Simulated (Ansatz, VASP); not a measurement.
One calculation of Co, two programs

INCAR

```
  PREC = Accurate
  ENCUT = 520
  EDIFF = 1E-7
  ISMEAR = -1
  SIGMA = 0.1
  LREAL = F
  LASPH = T
  NELM = 100
  ALGO = Normal
  ISIF = 2
  LWAVE = F
  LCHARG = F
  GGA = PE
  NBANDS = 16
```

The input KPOINTS:

```
regular mesh
0
Gamma
  15 15 8
```

POSCAR

```
Co
1.0
    2.4583936733      0.0000000000      0.0000000000
   -1.2291968366      2.1290313736      0.0000000000
    0.0000000000      0.0000000000      3.9606917934
Co
2
Direct
    0.3333333333      0.6666666667      0.2500000000
    0.6666666667      0.3333333333      0.7500000000
```

Input for Ansatz:

```yaml
crystal:
  lattice:
    - [2.4583936733, 0.0, 0.0]
    - [-1.2291968366, 2.1290313736, 0.0]
    - [0.0, 0.0, 3.9606917934]
  atoms:
    - { symbol: Co, position: [0.3333333333, 0.6666666667, 0.25] }
    - { symbol: Co, position: [0.6666666667, 0.3333333333, 0.75] }
hamiltonian:
  xc: pbe
  pseudopotentials:
    kind: paw
    azcp:
      Co: "pseudopotentials/Co.paw.azcp"
basis:
  ecutwfc: 420
  fft_grid_basis: typed
kpoints:
  mp_grid: { grid: [15, 15, 8], shift: [0, 0, 0] }
magnetization:
  spin_polarized: false
scf:
  occupations: { method: fermi_dirac, width: 0.1 }
  lower_state_search: "off"
output:
  stress: true
```

Alike in both runs: task single point; functional PBE; k mesh 15 × 15 × 8; occupations fermi-dirac, width 0.1 eV; no spin polarisation.

|  | VASP | Ansatz |
| --- | --- | --- |
| version | VASP 6.6.1 | Ansatz 0.2.0 |
| potentials or method | VASP PAW PBE potentials, release 64 (Co), cutoff 520 eV | plane waves (420 eV) with PAW, scalar-relativistic |
| valence electrons in the cell | 18 | 34 |

Ansatz gave:

```
pressure (GPa)                                                : -0.1
traceless stress, the component that is largest in VASP (GPa) : -0.01
```

Task: Which values does VASP return?

Result: Pressure (GPa): -0.8; traceless stress, the component that is largest in VASP (GPa): -0.10.

VASP's potentials hold 18 valence electrons a cell and Ansatz's 34, so a difference there can come from the potentials and not from the codes.
